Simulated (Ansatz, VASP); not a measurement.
## Two plane-wave programs on TaGaMo3

```xyz
5
Lattice="4.5520 0.0000 0.0000 0.0000 4.5520 0.0000 0.0000 0.0000 4.5520" Properties=species:S:1:pos:R:3 pbc="T T T"
Ta    0.0000    0.0000    0.0000
Ga    2.2760    2.2760    2.2760
Mo    0.0000    2.2760    2.2760
Mo    2.2760    0.0000    2.2760
Mo    2.2760    2.2760    0.0000
```

Change from the starting cell: species swapped into the CeBPd3 type (Pm-3m, No. 221).

Alike in both runs: task relaxation of cell and atoms; functional PBE; k mesh 8 × 8 × 8; occupations gaussian, width 0.1 eV; no spin polarisation.

|  | VASP | Ansatz |
| --- | --- | --- |
| version | VASP 6.6.1 | Ansatz 0.2.0 |
| potentials or method | VASP PAW PBE potentials, release 64 (Ta_pv, Ga_d, Mo_sv), cutoff 600 eV | scalar-relativistic, plane waves, PAW |
| valence electrons in the cell | 66 | 68 |

VASP gave:

- gap on the k mesh at the Fermi level, each at its own relaxed structure (eV): none
- relaxed volume (Å³/atom): 18.93
- relaxed cell length with the largest relative difference (Å): 4.557

What did Ansatz give for the same quantities?

gap on the k mesh at the Fermi level, each at its own relaxed structure (eV): none; relaxed volume (Å³/atom): 18.86; relaxed cell length with the largest relative difference (Å): 4.552.

A gap of «none» marks a metal or a gap that the smearing closes. VASP's potentials hold 66 valence electrons a cell and Ansatz's 68, so a difference there can come from the potentials and not from the codes.

Neither program's run includes spin-orbit coupling.
